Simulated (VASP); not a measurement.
A run of VASP 6.6.1:

File INCAR:

```
PREC = Accurate
ENCUT = 690
EDIFF = 1E-6
ISMEAR = 0
SIGMA = 0.027000000000000003
LREAL = False
LASPH = True
NELM = 200
ALGO = Normal
ISIF = 2
LWAVE = False
LCHARG = False
ISPIN = 2
MAGMOM = 1 1 1 0
LORBIT = 11
LMAXMIX = 4
GGA = PE
NBANDS = 41
GGA_COMPAT = False
```

File KPOINTS:

```
Automatic mesh
0
Gamma
  8 8 8
```

File POSCAR:

```
SiNi3
1.0
    3.5420000000      0.0000000000      0.0000000000
    0.0000000000      3.5420000000      0.0000000000
    0.0000000000      0.0000000000      3.5420000000
Ni Si
3 1
Direct
    0.5000000000      0.5000000000      0.0000000000
    0.5000000000      0.0000000000      0.5000000000
    0.0000000000      0.5000000000      0.5000000000
    0.0000000000      0.0000000000      0.0000000000
```

Potentials or basis: VASP PAW PBE potentials, release 64 (Ni_sv_GW, Si).

Run with:

```sh
$ cat potpaw_PBE.64/Ni_sv_GW/POTCAR potpaw_PBE.64/Si/POTCAR > POTCAR
$ mpirun -np 1 vasp_std > vasp.out
```

Hardware: 1 thread of Intel(R) Xeon(R) 6975P-C (Granite Rapids), on a shared host.

Estimate the wall time of this run.

It took 100 s on 1 thread of Intel(R) Xeon(R) 6975P-C (Granite Rapids), with other jobs on the host, peak memory 0.29 GiB. Counts: scf iterations 14, k points 35.
